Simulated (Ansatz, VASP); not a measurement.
**Two plane-wave programs on Ti**

The input INCAR:

```
  PREC = Accurate
  ENCUT = 600
  EDIFF = 1E-6
  ISMEAR = -1
  SIGMA = 0.1
  LREAL = F
  LASPH = T
  NELM = 100
  ALGO = Normal
  ISIF = 3
  LWAVE = F
  LCHARG = F
  GGA = PE
  IBRION = 2
  NSW = 80
  EDIFFG = -0.01
```

KPOINTS

```
regular mesh
0
Gamma
  12 12 7
```

POSCAR

```
Ti
1.0
    2.9499978604      0.0000000000      0.0000000000
   -1.4749989302      2.5547730882      0.0000000000
    0.0000000000      0.0000000000      4.6860000000
Ti
2
Direct
    0.3333333333      0.6666666667      0.2500000000
    0.6666666667      0.3333333333      0.7500000000
```

Input for Ansatz:

```yaml
crystal:
  lattice:
    - [2.9499978604, 0.0, 0.0]
    - [-1.4749989302, 2.5547730882, 0.0]
    - [0.0, 0.0, 4.686]
  atoms:
    - { symbol: Ti, position: [0.3333333333, 0.6666666667, 0.25] }
    - { symbol: Ti, position: [0.6666666667, 0.3333333333, 0.75] }
hamiltonian:
  xc: pbe
  pseudopotentials:
    kind: paw
    azcp:
      Ti: "pseudopotentials/Ti.paw.azcp"
basis:
  ecutwfc: 420
  fft_grid_basis: typed
kpoints:
  mp_grid: { grid: [12, 12, 7], shift: [0, 0, 0] }
magnetization:
  spin_polarized: false
scf:
  occupations: { method: fermi_dirac, width: 0.1 }
relax:
  max_steps: 60
  f_tol: 0.01
  cell: {}
```

Alike in both runs: task relaxation of cell and atoms; functional PBE; k mesh 12 × 12 × 7; occupations fermi-dirac, width 0.1 eV; no spin polarisation.

|  | VASP | Ansatz |
| --- | --- | --- |
| version | VASP 6.6.1 | Ansatz 0.2.0 |
| potentials or method | VASP PAW PBE potentials, release 64 (Ti_sv), cutoff 600 eV | plane waves (420 eV) with PAW, scalar-relativistic |
| valence electrons in the cell | 24 | 24 |

|  | VASP | Ansatz | Ansatz less VASP |
| --- | --- | --- | --- |
| relaxed volume (Å³/atom) | 17.37 | 17.42 | +0.043 |
| relaxed cell length with the largest relative difference (Å) | 2.936 | 2.939 | +0.0029 |
